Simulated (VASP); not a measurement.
Set up this calculation in VASP 6.6.1, as the native input.

| Item | Value |
| --- | --- |
| Task | single point |
| Functional | PBE |
| Potentials or basis | VASP PAW PBE potentials, release 64 (Sc_sv, As) |
| Cutoff | 520 eV |
| k mesh | 3 × 3 × 3 |
| Occupations | gaussian, width 0.2 eV |
| Spin | no spin polarisation |
| Dipole correction | no |
| Further INCAR settings | ALGO = Normal; EDIFF = 1e-06; NBANDS = 72 |

The structure of Sc4As3 lies in POSCAR:

```
Sc4As3
1.0
   -4.0881041536      4.0881041536      4.0881041536
    4.0881041536     -4.0881041536      4.0881041536
    4.0881041536      4.0881041536     -4.0881041536
Sc As
8 6
Direct
    0.5000000000      0.0000000000      0.3624030967
    0.6375969033      0.6375969033      0.6375969033
    0.0000000000      0.3624030967      0.5000000000
    0.3624030967      0.5000000000      0.0000000000
    0.8624030967      0.5000000000      0.0000000000
    0.5000000000      0.0000000000      0.8624030967
    0.0000000000      0.8624030967      0.5000000000
    0.1375969033      0.1375969033      0.1375969033
    0.3750000000      0.2500000000      0.6250000000
    0.6250000000      0.3750000000      0.2500000000
    0.2500000000      0.6250000000      0.3750000000
    0.7500000000      0.8750000000      0.1250000000
    0.1250000000      0.7500000000      0.8750000000
    0.8750000000      0.1250000000      0.7500000000
```

These files were run (other wordings do the same):

INCAR

```
  ALGO = Normal
  EDIFF = 1E-6
  ENCUT = 520
  GGA = PE
  ISIF = 2
  ISMEAR = 0
  LASPH = T
  LCHARG = F
  LREAL = F
  LWAVE = F
  NBANDS = 72
  NELM = 80
  PREC = Accurate
  SIGMA = 0.2
```

KPOINTS

```
k-points
0
Gamma
  3 3 3
```

Potentials or basis: VASP PAW PBE potentials, release 64 (Sc_sv, As).

Launch:

```sh
$ cat potpaw_PBE.64/Sc_sv/POTCAR potpaw_PBE.64/As/POTCAR > POTCAR
$ mpirun -np 1 vasp_std > vasp.out
```

It gave:

```
Pressure               : 0.5 GPa
Largest force          : 0.079 eV/Å
Band gap on the k mesh : zero (bands 59 and 60 overlap by 0.31 eV)
```

Caveat: the k points lie up to 0.36 Å⁻¹ apart.

Wall time 73 s on 1 thread of Intel(R) Xeon(R) 6975P-C (Granite Rapids), with other jobs on the host, peak memory 0.42 GiB.
